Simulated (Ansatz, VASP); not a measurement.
# Ti in VASP and in Ansatz

File INCAR:

```
SYSTEM = Ti
  PREC = Accurate
  ENCUT = 520
  EDIFF = 1E-7
  ISMEAR = 0
  SIGMA = 0.15
  LREAL = .FALSE.
  LASPH = .TRUE.
  NELM = 100
  ALGO = Normal
  ISIF = 2
  LWAVE = .FALSE.
  LCHARG = .TRUE.
  GGA = PE
  LELF = .TRUE.
  LVHAR = .TRUE.
  NBANDS = 12
```

Contents of KPOINTS:

```
Automatic mesh
0
G
  20 20 20
  0 0 0
```

Contents of POSCAR:

```
Ti
1.0
    0.0000000000      1.9702256091      1.9702256091
    1.9702256091      0.0000000000      1.9702256091
    1.9702256091      1.9702256091      0.0000000000
Ti
1
Direct
    0.0000000000      0.0000000000      0.0000000000
```

Input for Ansatz:

```yaml
crystal:
  lattice:
    - [0.0, 1.9702256091, 1.9702256091]
    - [1.9702256091, 0.0, 1.9702256091]
    - [1.9702256091, 1.9702256091, 0.0]
  atoms:
    - { symbol: Ti, position: [0.0, 0.0, 0.0] }
basis:
  ecutwfc: 520.0
kpoints:
  mp_grid: { grid: [20, 20, 20] }
hamiltonian:
  xc: pbe
  pseudopotentials: { kind: paw }
scf:
  occupations: { method: gaussian, width: 0.15 }
  lower_state_search: "off"
output:
  forces: true
  stress: true
  eigenvalues: true
```

Alike in both runs: task single point; functional PBE; k mesh 20 × 20 × 20; occupations gaussian, width 0.15 eV; no spin polarisation.

|  | VASP | Ansatz |
| --- | --- | --- |
| version | VASP 6.6.1 | Ansatz 0.2.0 |
| potentials or method | VASP PAW PBE potentials, release 64 (Ti_sv), cutoff 520 eV | scalar-relativistic, plane waves, PAW |
| valence electrons in the cell | 12 | 12 |

Ansatz gave:

```
gap on the k mesh at the Fermi level (eV) : none
pressure (GPa)                            : 17.1
```

Q: Which values does VASP return?

A: gap on the k mesh at the Fermi level (eV): none; pressure (GPa): 16.6.

A gap of «none» marks a metal or a gap that the smearing closes. The functional is the same, so the differences come from potentials, cutoffs and numerics.
